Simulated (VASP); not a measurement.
Write the native input for VASP 6.6.1 that does the following.

- Task: single point
- Functional: PBE
- Potentials or basis: VASP PAW PBE potentials, release 64 (Na_pv, Cl)
- Cutoff: 520 eV
- k mesh: 4 × 4 × 4
- Occupations: gaussian, width 0.01 eV
- Spin: no spin polarisation
- Dipole correction: no
- Further INCAR settings: ALGO = Normal; EDIFF = 1e-06; NBANDS = 14

The structure of NaCl lies in POSCAR:

```
NaCl
1.0
    0.0000000000      3.0872727924      3.0872727924
    3.0872727924      0.0000000000      3.0872727924
    3.0872727924      3.0872727924      0.0000000000
Na Cl
1 1
Direct
    0.0000000000      0.0000000000      0.0000000000
    0.2500000000      0.2500000000      0.2500000000
```

These files were run (other wordings do the same):

INCAR

```
SYSTEM = NaCl
PREC     = Accurate       ! precision mode
ENCUT    = 520            ! plane-wave cutoff, eV
EDIFF    = 1E-6           ! SCF threshold, eV
ISMEAR   = 0              ! smearing method
SIGMA    = 0.01           ! smearing width, eV
LREAL    = .FALSE.        ! projectors in reciprocal space
LASPH    = .TRUE.         ! aspherical terms in the spheres
NELM     = 60             ! most SCF steps
ALGO     = Normal         ! electronic algorithm
ISIF     = 2              ! what is computed and relaxed
LWAVE    = .FALSE.        ! write WAVECAR
LCHARG   = .FALSE.        ! write CHGCAR
GGA      = PE             ! functional
NBANDS   = 14             ! bands
```

KPOINTS

```
regular mesh
0
G
  4 4 4
  0 0 0
```

Potentials or basis: VASP PAW PBE potentials, release 64 (Na_pv, Cl).

Run with:

```sh
$ cat potpaw_PBE.64/Na_pv/POTCAR potpaw_PBE.64/Cl/POTCAR > POTCAR
$ mpirun -np 1 vasp_std > vasp.out
```

Results of the run:

```json
{"Pressure": "0.7 GPa", "Band gap on the k mesh": "4.94 eV, direct"}
```

Caveat: the k points lie up to 0.44 Å⁻¹ apart.

Run time: 5.9 s on 1 thread of Intel(R) Xeon(R) Platinum 8375C CPU @ 2.90GHz (Ice Lake), on a shared host, peak memory 0.16 GiB.
